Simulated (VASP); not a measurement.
Write the native input for VASP 6.6.1 that does the following.

* Task: single point
* Functional: PBE
* Potentials or basis: VASP PAW PBE potentials, release 64 (Pb_d)
* Cutoff: 520 eV
* k mesh: 5 × 5 × 5
* Occupations: fermi-dirac, width 0.05 eV
* Spin: no spin polarisation
* Dipole correction: no
* Further INCAR settings: ALGO = Fast; EDIFF = 1e-06; NBANDS = 13

The structure of Pb lies in POSCAR:

```
Pb
1.0
    0.0193336300      2.4628699300      2.4528113600
    2.5028571400     -0.0067465600      2.4788915500
    2.4813249000      2.4674178800      0.0147856800
Pb
1
Direct
    0.0000000000      0.0000000000      0.0000000000
```

The input as run:

INCAR

```
SYSTEM = Pb
PREC = Accurate
ENCUT = 520
EDIFF = 1E-6
ISMEAR = -1
SIGMA = 0.05
LREAL = .False.
LASPH = .True.
NELM = 100
ALGO = Fast
ISIF = 2
LWAVE = .False.
LCHARG = .False.
GGA = PE
NBANDS = 13
```

KPOINTS

```
Automatic mesh
0
Gamma
  5 5 5
  0 0 0
```

Potentials or basis: VASP PAW PBE potentials, release 64 (Pb_d).

Launch:

```console
$ cat potpaw_PBE.64/Pb_d/POTCAR > POTCAR
$ mpirun -np 1 vasp_std > vasp.out
```

It gave:

```
Pressure               : 2.2 GPa
Band gap on the k mesh : zero (band 7 reaches 14.62 eV, above the bottom of band 8 at 6.67 eV)
```

Caveat: the k points lie up to 0.44 Å⁻¹ apart; spin-orbit coupling is left out, which moves the levels of the heavy elements.

Run time: 20 s on 1 thread of Intel Xeon 6975P-C (shared host), peak memory 0.16 GiB.
